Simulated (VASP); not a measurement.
Wanted: the native input for a VASP 6.6.1 run.

```yaml
Task: relaxation of cell and atoms
Functional: PBE
Potentials_or_basis: VASP PAW PBE potentials, release 64 (Zn, Tl_d, O)
Cutoff: 600 eV
k_mesh: 12 × 12 × 14
Occupations: gaussian, width 0.1 eV
Spin: no spin polarisation
Dipole_correction: no
Further_INCAR_settings: ALGO = Normal; EDIFF = 1e-07; IBRION = 2; EDIFFG = -0.01; NSW = 100; ISIF = 3
```

The structure of TlZnO2 lies in POSCAR:

```
TlZnO2
1.0
    4.0627711139      0.0000000000      0.0000000000
    0.0000000000      4.0627711139      0.0000000000
    0.0000000000      0.0000000000      3.4626990297
Zn Tl O
1 1 2
Direct
    0.0000000000      0.0000000000      0.0000000000
    0.5000000000      0.5000000000      0.5000000000
    0.5000000000      0.0000000000      0.0000000000
    0.0000000000      0.5000000000      0.0000000000
```

These files were run (other wordings do the same):

INCAR

```
ALGO = Normal
EDIFF = 1E-7
EDIFFG = -0.01
ENCUT = 600
GGA = PE
IBRION = 2
ISIF = 3
ISMEAR = 0
LASPH = T
LCHARG = F
LREAL = F
LWAVE = F
NELM = 100
NSW = 100
PREC = Accurate
SIGMA = 0.1
```

KPOINTS

```
k-points
0
Gamma
  12 12 14
```

Potentials or basis: VASP PAW PBE potentials, release 64 (Zn, Tl_d, O).

Launch:

```sh
$ cat potpaw_PBE.64/Zn/POTCAR potpaw_PBE.64/Tl_d/POTCAR potpaw_PBE.64/O/POTCAR > POTCAR
$ mpirun -np 1 vasp_std > vasp.out
```

It gave:

* Relaxed volume: 14.34 Å³/atom
* Relaxed cell: a = 4.069 Å, b = 4.069 Å, c = 3.464 Å, α = 90.00°, β = 90.00°, γ = 90.00°
* Space group after relaxing (to 0.05 Å): P4/mmm (No. 123)
* Energy gained by relaxing: 0.1 meV/atom
* Ionic steps: 3
* Pressure after relaxing: 0.0 GPa

Caveat: an odd number of electrons without spin polarisation forces a metal; a magnetic or distorted state may lie lower.

Run time: 6 min on 1 thread of Intel(R) Xeon(R) Platinum 8375C CPU @ 2.90GHz (Ice Lake), with other jobs on the host, peak memory 0.48 GiB.
